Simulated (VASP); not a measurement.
Wanted: the native input for a VASP 6.6.1 run.

- Task: relaxation of cell and atoms
- Functional: PBE
- Potentials or basis: VASP PAW PBE potentials, release 64 (Sc_sv, W_sv)
- Cutoff: 600 eV
- k mesh: 4 × 4 × 4
- Occupations: gaussian, width 0.1 eV
- Spin: no spin polarisation
- Dipole correction: no
- Further INCAR settings: ALGO = Fast; EDIFF = 1e-06; IBRION = 2; EDIFFG = -0.04; NSW = 90; ISIF = 3

The structure of Sc5W lies in POSCAR:

```
Sc5W
1.0
    0.0000000000      3.7474605600      3.7474605600
    3.7474605600      0.0000000000      3.7474605600
    3.7474605600      3.7474605600      0.0000000000
Sc W
5 1
Direct
    0.1321095800      0.1321095800      0.1321095800
    0.1321095800      0.1321095800      0.6036712700
    0.1321095800      0.6036712700      0.1321095800
    0.6036712700      0.1321095800      0.1321095800
    0.5000000000      0.5000000000      0.5000000000
    0.7500000000      0.7500000000      0.7500000000
```

The input as run:

INCAR

```
PREC = Accurate ; ENCUT = 600
EDIFF = 1E-6 ; ISMEAR = 0
SIGMA = 0.1 ; LREAL = False
LASPH = True ; NELM = 80
ALGO = Fast ; ISIF = 3
LWAVE = False ; LCHARG = False
GGA = PE ; IBRION = 2
NSW = 90 ; EDIFFG = -0.04
```

KPOINTS

```
Automatic mesh
0
Gamma
  4 4 4
```

Potentials or basis: VASP PAW PBE potentials, release 64 (Sc_sv, W_sv).

The run is started by

```sh
$ cat potpaw_PBE.64/Sc_sv/POTCAR potpaw_PBE.64/W_sv/POTCAR > POTCAR
$ mpirun -np 1 vasp_std > vasp.out
```

It gave:

```json
{
 "Relaxed volume": "22.08 Å³/atom",
 "Relaxed cell": "a = 5.722 Å, b = 5.722 Å, c = 5.722 Å, α = 60.00°, β = 60.00°, γ = 60.00°",
 "Space group after relaxing (to 0.05 Å)": "F-43m (No. 216)",
 "Energy gained by relaxing": "372.0 meV/atom",
 "Ionic steps": "7",
 "Pressure after relaxing": "-0.1 GPa",
 "Largest force after relaxing": "0.010 eV/Å"
}
```

Caveat: the k points lie up to 0.34 Å⁻¹ apart in the final cell; the volume moved by over 15 % at a fixed basis, so the end points are rough.

It took 4.9 min on 1 thread of Intel(R) Xeon(R) 6975P-C (Granite Rapids), with other jobs on the host, peak memory 0.3 GiB.
